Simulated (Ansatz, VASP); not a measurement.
**Two plane-wave programs on GaAs**

The input POSCAR:

```
GaAs
1.0
    0.0000000000      2.7752489390      2.7752489390
    2.7752489390      0.0000000000      2.7752489390
    2.7752489390      2.7752489390      0.0000000000
Ga As
1 1
Direct
    0.0000000000      0.0000000000      0.0000000000
    0.2500000000      0.2500000000      0.2500000000
```

INCAR.step1

```
  PREC = Accurate
  ENCUT = 520
  ISMEAR = 0
  SIGMA = 0.01
  LREAL = F
  LASPH = T
  NELM = 100
  NBANDS = 16
  GGA = PE
  ALGO = Normal
  EDIFF = 1E-4
  LWAVE = T
  LCHARG = F
```

File INCAR.step2:

```
  PREC = Accurate
  ENCUT = 520
  EDIFF = 1E-7
  ISMEAR = 0
  SIGMA = 0.01
  LREAL = F
  LASPH = T
  NELM = 100
  ALGO = Normal
  ISIF = 2
  LWAVE = F
  LCHARG = T
  METAGGA = R2SCAN
  LMIXTAU = T
  LELF = T
  LVHAR = T
  NBANDS = 16
  ISTART = 1
```

KPOINTS

```
regular mesh
0
Gamma
  6 6 6
```

Input for Ansatz:

```yaml
crystal:
  lattice:
    - [0.0, 2.775248939, 2.775248939]
    - [2.775248939, 0.0, 2.775248939]
    - [2.775248939, 2.775248939, 0.0]
  atoms:
    - { symbol: Ga, position: [0.0, 0.0, 0.0] }
    - { symbol: As, position: [0.25, 0.25, 0.25] }
kpoints:
  mp_grid: { grid: [6, 6, 6] }
hamiltonian:
  xc: r2scan
scf:
  occupations: { method: fixed }
  n_extra_bands: 4
output:
  forces: true
  stress: true
  eigenvalues: true
```

Alike in both runs: task single point; functional r2SCAN; k mesh 6 × 6 × 6; no spin polarisation.

|  | VASP | Ansatz |
| --- | --- | --- |
| version | VASP 6.6.1 | Ansatz 0.2.0 |
| potentials or method | VASP PAW PBE potentials, release 64 (Ga_d, As) | plane waves, PAW |
| plane-wave cutoff (eV) | 520 | 500 |
| occupations | gaussian, width 0.01 eV | fixed |
| valence electrons in the cell | 18 | 28 |

Ansatz gave:

| Item | Value |
| --- | --- |
| gap on the k mesh at the Fermi level (eV) | 1.47 |
| pressure (GPa) | 5.2 |

Q: Which values does VASP return?

A: gap on the k mesh at the Fermi level (eV): 1.45; pressure (GPa): 5.3.

VASP's potentials were made for PBE, not for r2SCAN. VASP's potentials hold 18 valence electrons a cell and Ansatz's 28, so a difference there can come from the potentials and not from the codes.
